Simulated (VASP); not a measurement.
The system is HfO2.

```
CELL_PARAMETERS angstrom
0.00000 2.55750 2.55750
2.55750 0.00000 2.55750
2.55750 2.55750 0.00000
ATOMIC_POSITIONS crystal
Hf 0.00000 0.00000 0.00000
O 0.75000 0.75000 0.75000
O 0.25000 0.25000 0.25000
```

- Program: VASP 6.6.1
- Task: relaxation of cell and atoms
- Functional: PBE
- Dispersion: D4
- Potentials or basis: VASP PAW PBE potentials, release 64 (Hf_pv, O)
- Cutoff: 600 eV
- k mesh: 9 × 9 × 9
- Occupations: fermi-dirac, width 0.05 eV
- Spin: no spin polarisation

At the start: pressure -9.4 GPa; volume 11.15 Å³/atom.

Q: Where does the relaxation end?

A: Over 4 steps the energy falls by 13.2 meV/atom and the volume is 10.72 Å³/atom (-3.9 %); space group Fm-3m (No. 225, to 0.1 Å) before and after.

The path:
| step | energy change (eV) | largest force (eV/Å) | pressure (GPa) | volume (Å³) |
| --- | --- | --- | --- | --- |
| 1 | 0.0000 | 0.0000 | -9.40 | 33.46 |
| 2 | 0.0471 | 0.0000 | 16.52 | 30.39 |
| 3 | -0.0396 | 0.0000 | -0.15 | 32.17 |
| 4 | -0.0396 | 0.0000 | 0.06 | 32.15 |

Final structure:
```
Hf O
1.0
     0.00000    2.52371    2.52371
     2.52371    0.00000    2.52371
     2.52371    2.52371    0.00000
Hf O
1 2
Direct
  0.00000 0.00000 0.00000
  0.75000 0.75000 0.75000
  0.25000 0.25000 0.25000
```
